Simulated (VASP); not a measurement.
## LiNb3: single point with PBE

Crystal: LiNb3.

```
Li Nb
1.0
     4.50403    0.00000    0.00000
     0.00000    4.50403    0.00000
     0.00000    0.00000    3.37968
Li Nb
1 3
Cartesian
  0.0000 0.0000 0.0000
  0.0000 2.2520 1.6898
  2.2520 0.0000 1.6898
  2.2520 2.2520 0.0000
```

```
Program                : VASP 6.6.1
Task                   : single point
Functional             : PBE
Potentials or basis    : VASP PAW PBE potentials, release 64 (Li_sv, Nb_sv)
Cutoff                 : 520 eV
k mesh                 : 4 × 4 × 4
Occupations            : gaussian, width 0.1 eV
Spin                   : no spin polarisation
Dipole correction      : no
Further INCAR settings : ALGO = Normal; EDIFF = 1e-07; NBANDS = 29
```

```
Band gap on the k mesh : zero (bands 21 and 22 overlap by 2.19 eV)
```

Levels at points of the mesh, in eV from the Fermi level:
| k point | band 19 | band 20 | band 21 | band 22 | band 23 | band 24 |
| --- | --- | --- | --- | --- | --- | --- |
| (0.00, 0.00, 0.00) | -1.44 | -1.44 | 1.92 | 1.92 | 2.11 | 2.19 |
| (0.50, 0.00, 0.00) | -0.81 | -0.14 | -0.04 | 0.40 | 0.75 | 1.32 |
| (0.50, 0.50, 0.00) | -1.01 | 0.26 | 0.61 | 0.90 | 0.97 | 0.97 |
| (0.00, 0.00, 0.50) | -1.27 | -0.08 | -0.08 | 0.13 | 0.93 | 1.15 |
| (0.50, 0.00, 0.50) | -1.10 | -0.72 | -0.52 | -0.03 | 0.35 | 1.35 |
| (0.50, 0.50, 0.50) | 0.40 | 0.40 | 1.02 | 1.57 | 1.57 | 1.67 |

Run time: 64 s on 1 thread of AMD EPYC 7R43 64-Core Processor (Zen 3) (shared host), peak memory 0.16 GiB.

Caveat: the k points lie up to 0.46 Å⁻¹ apart, too coarse for converged energies and pressures of a metal.
